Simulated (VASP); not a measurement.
Write the native input for VASP 6.6.1 that does the following.

```yaml
Task: single point
Functional: PBEsol
Potentials_or_basis: VASP PAW PBE potentials, release 64 (W_sv, Si)
Cutoff: 520 eV
k_mesh: 12 × 12 × 12
Occupations: fermi-dirac, width 0.05 eV
Spin: no spin polarisation
Dipole_correction: no
Further_INCAR_settings: ALGO = Normal; EDIFF = 1e-06; NBANDS = 18
```

The structure of Si2W lies in POSCAR:

```
Si2W
1.0
   -1.5892231722      1.5892231722      3.8852374832
    1.5892231722     -1.5892231722      3.8852374832
    1.5892231722      1.5892231722     -3.8852374832
W Si
1 2
Direct
    0.0000000000      0.0000000000      0.0000000000
    0.6658694082      0.6658694082      0.0000000000
    0.3341305918      0.3341305918      0.0000000000
```

One way to write it, as run:

INCAR

```
SYSTEM = Si2W
PREC = Accurate
ENCUT = 520
EDIFF = 1E-6
ISMEAR = -1
SIGMA = 0.05
LREAL = .FALSE.
LASPH = .TRUE.
NELM = 100
ALGO = Normal
ISIF = 2
LWAVE = .FALSE.
LCHARG = .FALSE.
GGA = PS
NBANDS = 18
```

KPOINTS

```
Automatic mesh
0
G
  12 12 12
  0 0 0
```

Potentials or basis: VASP PAW PBE potentials, release 64 (W_sv, Si).

Run with:

```sh
$ cat potpaw_PBE.64/W_sv/POTCAR potpaw_PBE.64/Si/POTCAR > POTCAR
$ mpirun -np 1 vasp_std > vasp.out
```

It gave:

```json
{
 "Pressure": "5.4 GPa",
 "Largest force": "0.009 eV/Å",
 "Band gap on the k mesh": "zero (band 11 reaches 13.09 eV, above the bottom of band 12 at 11.70 eV)"
}
```

Caveat: the PAW data sets were made with another functional, which shifts forces and pressure a little; spin-orbit coupling is left out, which moves the levels of the heavy elements.

Run time: 78 s on 1 thread of Intel(R) Xeon(R) Platinum 8488C (Sapphire Rapids), with other jobs on the host, peak memory 0.27 GiB.
